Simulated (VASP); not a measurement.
# Cu3Au (Pm-3m) in VASP: a series of runs

Cu3Au is run at these levels: LDA; tasks: single point, relaxation of volume and atoms at fixed shape.

Everything below comes from runs of VASP 6.6.1. Logs are shortened: lines on timing, memory, paths and dates and some standing lists are left out, and cuts for length are marked.

**1. The cell of the first run**

It takes space group Pm-3m (No. 221, cubic). The conventional cell has a = 3.668 Å, b = 3.668 Å, c = 3.668 Å, α = 90.00°, β = 90.00°, γ = 90.00°. Cu (site symmetry 4/mmm) has 8 Cu at 2.59 Å and 4 Au at 2.59 Å within 3.4 Å. Within 3.4 Å of Au (site symmetry m-3m) lie 12 Cu at 2.59 Å.

**2. Single point, LDA**

File INCAR:

```
SYSTEM = Cu3Au
PREC = Accurate
ENCUT = 600
EDIFF = 1E-6
ISMEAR = -1
SIGMA = 0.05
LREAL = .FALSE.
LASPH = .TRUE.
NELM = 120
ALGO = Normal
ISIF = 2
LWAVE = .FALSE.
LCHARG = .FALSE.
GGA = CA
NBANDS = 30
GGA_COMPAT = .FALSE.
```

File KPOINTS:

```
regular mesh
0
G
  7 7 7
  0 0 0
```

File POSCAR:

```
Cu3Au
1.0
    3.6684350276      0.0000000000      0.0000000000
    0.0000000000      3.6684350276      0.0000000000
    0.0000000000      0.0000000000      3.6684350276
Cu Au
3 1
Direct
    0.0000000000      0.5000000000      0.5000000000
    0.5000000000      0.0000000000      0.5000000000
    0.5000000000      0.5000000000      0.0000000000
    0.0000000000      0.0000000000      0.0000000000
```

Potentials or basis: VASP PAW LDA potentials, release 64 (Cu, Au).

Started as:

```
cat potpaw_LDA.64/Cu/POTCAR potpaw_LDA.64/Au/POTCAR > POTCAR
mpirun -np 1 vasp_std > vasp.out
```

OUTCAR:

```text
SYSTEM = Cu3Au
   PREC = Accurate
   ENCUT = 600
   EDIFF = 1E-6
   ISMEAR = -1
   LREAL = .FALSE.
   LASPH = .TRUE.
   NELM = 120
   ISIF = 2
   GGA = CA

 ion  position               nearest neighbor table
   1  0.000  0.500  0.500-   2 2.59   3 2.59   4 2.59   3 2.59   4 2.59   2 2.59   4 2.59   4 2.59
                             2 2.59   3 2.59   3 2.59   2 2.59
   2  0.500  0.000  0.500-   1 2.59   3 2.59   4 2.59   3 2.59   4 2.59   1 2.59   3 2.59   3 2.59
                             1 2.59   4 2.59   4 2.59   1 2.59
   3  0.500  0.500  0.000-   1 2.59   2 2.59   4 2.59   1 2.59   2 2.59   2 2.59   4 2.59   2 2.59
                             1 2.59   4 2.59   1 2.59   4 2.59
   4  0.000  0.000  0.000-   1 2.59   2 2.59   3 2.59   1 2.59   2 2.59   1 2.59   3 2.59   1 2.59
                             2 2.59   3 2.59   2 2.59   3 2.59

  LATTYP: Found a simple cubic cell.
 ALAT       =     3.6684350276

  Lattice vectors:

 A1 = (   3.6684350276,   0.0000000000,   0.0000000000)
 A2 = (   0.0000000000,   3.6684350276,   0.0000000000)
 A3 = (   0.0000000000,   0.0000000000,   3.6684350276)

Analysis of symmetry for initial positions (statically):
=====================================================================
 Subroutine PRICEL returns:
 Original cell was already a primitive cell.

 Routine SETGRP: Setting up the symmetry group for a
 simple cubic supercell.

 Subroutine GETGRP returns: Found 48 space group operations
 (whereof 48 operations were pure point group operations)
 out of a pool of 48 trial point group operations.

The static configuration has the point symmetry O_h .

Analysis of symmetry for dynamics (positions and initial velocities):
=====================================================================
 Subroutine PRICEL returns:
 Original cell was already a primitive cell.

 Routine SETGRP: Setting up the symmetry group for a
 simple cubic supercell.

 Subroutine GETGRP returns: Found 48 space group operations
 (whereof 48 operations were pure point group operations)
 out of a pool of 48 trial point group operations.

The dynamic configuration has the point symmetry O_h .

 Subroutine INISYM returns: Found 48 space group operations
 (whereof 48 operations are pure point group operations),
 and found     1 'primitive' translations

----------------------------------------------------------------------------------------

                                     Primitive cell

  volume of cell :      49.3677

  direct lattice vectors                    reciprocal lattice vectors
     3.668435028  0.000000000  0.000000000     0.272595805  0.000000000  0.000000000
     0.000000000  3.668435028  0.000000000     0.000000000  0.272595805  0.000000000
     0.000000000  0.000000000  3.668435028     0.000000000  0.000000000  0.272595805

  length of vectors
     3.668435028  3.668435028  3.668435028     0.272595805  0.272595805  0.272595805

  position of ions in fractional coordinates (direct lattice)
     0.000000000  0.500000000  0.500000000
     0.500000000  0.000000000  0.500000000
     0.500000000  0.500000000  0.000000000
     0.000000000  0.000000000  0.000000000

  ion indices of the primitive-cell ions
   primitive index   ion index
                 1           1
                 2           2
                 3           3
                 4           4

----------------------------------------------------------------------------------------

 KPOINTS: regular mesh

Automatic generation of k-mesh.
 Grid dimensions read from file:
 generate k-points for:    7    7    7

 Generating k-lattice:

  Cartesian coordinates                     Fractional coordinates (reciprocal lattice)
     0.038942258  0.000000000  0.000000000     0.142857143  0.000000000  0.000000000
     0.000000000  0.038942258  0.000000000     0.000000000  0.142857143  0.000000000
     0.000000000  0.000000000  0.038942258     0.000000000  0.000000000  0.142857143

  Length of vectors
     0.038942258  0.038942258  0.038942258

  Shift w.r.t. Gamma in fractional coordinates (k-lattice)
     0.000000000  0.000000000  0.000000000

 Subroutine IBZKPT returns following result:
 ===========================================

 Found     20 irreducible k-points:

 Following reciprocal coordinates:
            Coordinates               Weight
  0.000000  0.000000  0.000000      1.000000
  0.142857  0.000000  0.000000      6.000000
  0.285714  0.000000  0.000000      6.000000
  0.428571  0.000000  0.000000      6.000000
  0.142857  0.142857  0.000000     12.000000
  0.285714  0.142857  0.000000     24.000000
[... 12 lines left out ...]
  0.428571  0.428571  0.285714     24.000000
  0.428571  0.428571  0.428571      8.000000
   k-points           NKPTS =     20   k-points in BZ     NKDIM =     20   number of bands    NBANDS=     30
   number of dos      NEDOS =    301   number of ions     NIONS =      4
   total plane-waves  NPLWV =  27000
   dimension x,y,z NGX =    30 NGY =   30 NGZ =   30
   dimension x,y,z NGXF=    60 NGYF=   60 NGZF=   60
   ions per type =               3   1
   NGX,Y,Z   is equivalent  to a cutoff of  13.60, 13.60, 13.60 a.u.
   NGXF,Y,Z  is equivalent  to a cutoff of  27.19, 27.19, 27.19 a.u.
 SYSTEM =  Cu3Au
   PREC   = accura    normal or accurate (medium, high low for compatibility)
   ISTART =      0    job   : 0-new  1-cont  2-samecut
   ICHARG =      2    charge: 1-file 2-atom 10-const
   ISPIN  =      1    spin polarized calculation?
   LNONCOLLINEAR =      F non collinear calculations
   LSORBIT =      F    spin-orbit coupling
   LASPH  =      T    aspherical Exc in radial PAW
   ENCUT  =  600.0 eV  44.10 Ry    6.64 a.u.   7.33  7.33  7.33*2*pi/ulx,y,z
   NELM   =    120;   NELMIN=  2; NELMDL= -5     # of ELM steps
   EDIFF  = 0.1E-05   stopping-criterion for ELM
   LREAL  =      F    real-space projection
   EDIFFG = 0.1E-04   stopping-criterion for IOM
   NSW    =      0    number of steps for IOM
   IBRION =     -1    ionic relax: 0-MD 1-quasi-New 2-CG
   NFREE  =      0    steps in history (QN), initial steepest desc. (CG)
   ISIF   =      2    stress and relaxation
   ISYM   =      2    0-nonsym 1-usesym 2-fastsym
   POTIM  = 0.5000    time-step for ionic-motion
   TEBEG  =    0.0;   TEEND  =   0.0 temperature during run
   PSTRESS=    0.0 pullay stress
   NELECT =      44.0000    total number of electrons
   NUPDOWN=      -1.0000    fix difference up-down
   EMIN   =  10.00;   EMAX   =-10.00  energy-range for DOS
   EFERMI =   0.00;   METHOD = LEGACY
   ISMEAR =    -1;   SIGMA  =   0.05  broadening in eV -4-tet -1-fermi 0-gaus
   EFERMI_NEDOS =   21; number of points for ismear=-14 and -15
   IALGO  =     38    algorithm
   IMIX   =      4    mixing-type and parameters
     AMIX     =   0.40;   BMIX     =  1.00
     AMIX_MAG =   1.60;   BMIX_MAG =  1.00
  volume/ion in A,a.u.               =      12.34        83.29
  Fermi-wavevector in a.u.,A,eV,Ry     =   1.575475  2.977216 33.771319  2.482122
  Thomas-Fermi vector in A             =   2.676453
   LORBIT       =      0    0 simple, 1 ext, 2 COOP (PROOUT), +10 PAW based schemes
   GGA     = CA    functional components
   LHFCALC =     F    Hartree Fock is set to
   AEXX    =    0.0000 exact exchange contribution
   IVDW    =     0    specifies the selected vdW correction
   LEPSILON=     F    determine dielectric tensor
   LRPA    =     F    only Hartree local field effects (RPA)
 non-spin polarized calculation
  energy-cutoff  :      600.00
  volume of cell :       49.37
 maximum number of plane-waves:      1663
 NGX is ok and might be reduce to    30
   NGX = 15   NGY = 15   NGZ = 15

 number of electron      43.9999998 magnetization

 Free energy of the ion-electron system (eV)
  ---------------------------------------------------
  ext. energy  EPLUGINS =         0.00000000
  ---------------------------------------------------
  free energy    TOTEN  =       -18.74567258 eV

  energy without entropy =      -18.73292410  energy(sigma->0) =      -18.73929834

 E-fermi :   8.9178     XC(G=0): -13.4155

 val. band max:        8.9156975551   @ k =   0.4286   0.4286   0.0000
 cond. band min:       9.1328191491   @ k =   0.2857   0.2857   0.1429
 fundamental gap:      0.2171215939
 Fermi energy:         8.9177921803

 k-point     1 :       0.0000    0.0000    0.0000
  band No.  band energies     occupation
      1      -1.2502      2.00000
      2       2.0668      2.00000
      3       2.0668      2.00000
      4       2.9566      2.00000
      5       2.9566      2.00000
      6       2.9566      2.00000
[... 22 lines left out ...]
     29      20.1892      0.00000
     30      20.1892      0.00000

 k-point     2 :       0.1429    0.0000    0.0000
  band No.  band energies     occupation
      1      -0.9928      2.00000
      2       2.1669      2.00000
      3       2.1950      2.00000
      4       3.0124      2.00000
      5       3.0264      2.00000
      6       3.0264      2.00000
[... 22 lines left out ...]
     29      19.9549      0.00000
     30      19.9549      0.00000

 k-point     3 :       0.2857    0.0000    0.0000
  band No.  band energies     occupation
      1      -0.2630      2.00000
      2       2.4129      2.00000
      3       2.4453      2.00000
      4       3.1512      2.00000
      5       3.2163      2.00000
      6       3.2163      2.00000
[... 22 lines left out ...]
     29      19.1014      0.00000
     30      19.3862      0.00000

 k-point     4 :       0.4286    0.0000    0.0000
  band No.  band energies     occupation
      1       0.7114      2.00000
      2       2.3276      2.00000
      3       2.6382      2.00000
      4       3.2811      2.00000
      5       3.4272      2.00000
      6       3.4272      2.00000
[... 484 lines left out ...]
     29      22.9725      0.00000
     30      23.6137      0.00000

 k-point    19 :       0.4286    0.4286    0.2857
  band No.  band energies     occupation
      1       2.0747      2.00000
      2       2.3424      2.00000
      3       2.4117      2.00000
      4       3.2101      2.00000
      5       3.8929      2.00000
      6       4.3032      2.00000
[... 22 lines left out ...]
     29      24.1193      0.00000
     30      24.8980      0.00000

 k-point    20 :       0.4286    0.4286    0.4286
  band No.  band energies     occupation
      1       2.0560      2.00000
      2       2.1310      2.00000
      3       2.1310      2.00000
      4       3.2149      2.00000
      5       4.2008      2.00000
      6       4.2008      2.00000
[... 22 lines left out ...]
     29      26.7240      0.00000
     30      26.7305      0.00000

------------------------ aborting loop because EDIFF is reached ----------------------------------------

  FORCE on cell =-STRESS in cart. coord.  units (eV):
  Direction    XX          YY          ZZ          XY          YZ          ZX
  --------------------------------------------------------------------------------------
  -------------------------------------------------------------------------------------
  Total        0.3298072      0.3298072      0.3298072      0.0000000      0.0000000     -0.0000000
  in kB       10.7035603     10.7035603     10.7035603      0.0000000      0.0000000     -0.0000000
  external PRESSURE =      10.7035603 kB  Pullay stress =       0.0000000 kB

 VOLUME and BASIS-vectors are now :
 -----------------------------------------------------------------------------
  energy-cutoff  :      600.00
  volume of cell :       49.37
      direct lattice vectors                 reciprocal lattice vectors
     3.668435028  0.000000000  0.000000000     0.272595805  0.000000000  0.000000000
     0.000000000  3.668435028  0.000000000     0.000000000  0.272595805  0.000000000
     0.000000000  0.000000000  3.668435028     0.000000000  0.000000000  0.272595805

 POSITION                                       TOTAL-FORCE (eV/Angst)
 -----------------------------------------------------------------------------------
      0.00000      1.83422      1.83422         0.000000      0.000000      0.000000
      1.83422      0.00000      1.83422         0.000000      0.000000      0.000000
      1.83422      1.83422      0.00000         0.000000      0.000000      0.000000
      0.00000      0.00000      0.00000         0.000000      0.000000      0.000000
 -----------------------------------------------------------------------------------
    total drift:                                0.000000      0.000000     -0.000000

  FREE ENERGIE OF THE ION-ELECTRON SYSTEM (eV)
  ---------------------------------------------------
  free  energy   TOTEN  =       -18.7456725782 eV

  energy  without entropy=      -18.7329241009  energy(sigma->0) =      -18.73929834
```

It took 16 s on 1 thread of Intel Xeon 6975P-C (Granite Rapids), shared host; peak memory 0.16 GiB.

What came out:

```
Free energy            : -18.7457 eV
Pressure               : 1.1 GPa
Band gap on the k mesh : zero (bands 22 and 23 overlap by 1.76 eV)
```

Caveat: spin-orbit coupling is left out, which moves the levels of the heavy elements.

**3. Relaxation of volume and atoms at fixed shape, LDA**

This run uses another cell than the first one, of 13.08 Å³/atom.

File INCAR:

```
PREC = Accurate
ENCUT = 600
EDIFF = 1E-7
ISMEAR = -1
SIGMA = 0.05
LREAL = False
LASPH = True
NELM = 120
ALGO = Normal
ISIF = 8
LWAVE = False
LCHARG = False
IBRION = 2
NSW = 80
EDIFFG = -0.01
GGA_COMPAT = False
NELMIN = 4
```

File KPOINTS:

```
regular mesh
0
Gamma
  7 7 7
```

File POSCAR:

```
Cu3Au
1.0
    3.7400000000      0.0000000000      0.0000000000
    0.0000000000      3.7400000000      0.0000000000
    0.0000000000      0.0000000000      3.7400000000
Cu Au
3 1
Direct
    0.0000000000      0.5000000000      0.5000000000
    0.5000000000      0.0000000000      0.5000000000
    0.5000000000      0.5000000000      0.0000000000
    0.0000000000      0.0000000000      0.0000000000
```

Potentials or basis: VASP PAW LDA potentials, release 64 (Cu, Au).

Started as:

```
cat potpaw_LDA.64/Cu/POTCAR potpaw_LDA.64/Au/POTCAR > POTCAR
mpirun -np 1 vasp_std > vasp.out
```

It took 41 s on 1 thread of Intel Xeon 6975P-C (Granite Rapids), shared host; peak memory 0.18 GiB.

Results (log left out):

- Free energy: -18.7476 eV
- Relaxed volume: 12.42 Å³/atom
- Relaxed cell: a = 3.676 Å, b = 3.676 Å, c = 3.676 Å, α = 90.00°, β = 90.00°, γ = 90.00°
- Space group after relaxing (to 0.1 Å): Pm-3m (No. 221)
- Energy gained by relaxing: 18.5 meV/atom
- Ionic steps: 3
- Pressure after relaxing: -0.1 GPa
- Band gap on the k mesh: zero (bands 22 and 23 overlap by 1.74 eV)

Step by step:
```
step  energy change (eV)  largest force (eV/Å)  pressure (GPa)  volume (Å³)
   1              0.0000                0.0000           -8.50        52.31
   2              0.0025                0.0000           10.65        47.23
   3             -0.0741                0.0000           -0.07        49.68
```

Final structure:
```yaml
crystal:
  lattice:
    - [3.67626, 0.00000, 0.00000]
    - [0.00000, 3.67626, 0.00000]
    - [0.00000, 0.00000, 3.67626]
  atoms:
    - { symbol: Cu, position: [0.00000, 0.50000, 0.50000] }
    - { symbol: Cu, position: [0.50000, 0.00000, 0.50000] }
    - { symbol: Cu, position: [0.50000, 0.50000, 0.00000] }
    - { symbol: Au, position: [0.00000, 0.00000, 0.00000] }
```

Levels at points of the mesh, in eV from the Fermi level:
| k point | band 20 | band 21 | band 22 | band 23 | band 24 | band 25 |
| --- | --- | --- | --- | --- | --- | --- |
| (0.00, 0.00, 0.00) | -1.38 | -1.38 | 1.22 | 1.22 | 1.22 | 6.44 |

Caveat: spin-orbit coupling is left out, which moves the levels of the heavy elements. Zero-point motion and thermal expansion aren't in these numbers.
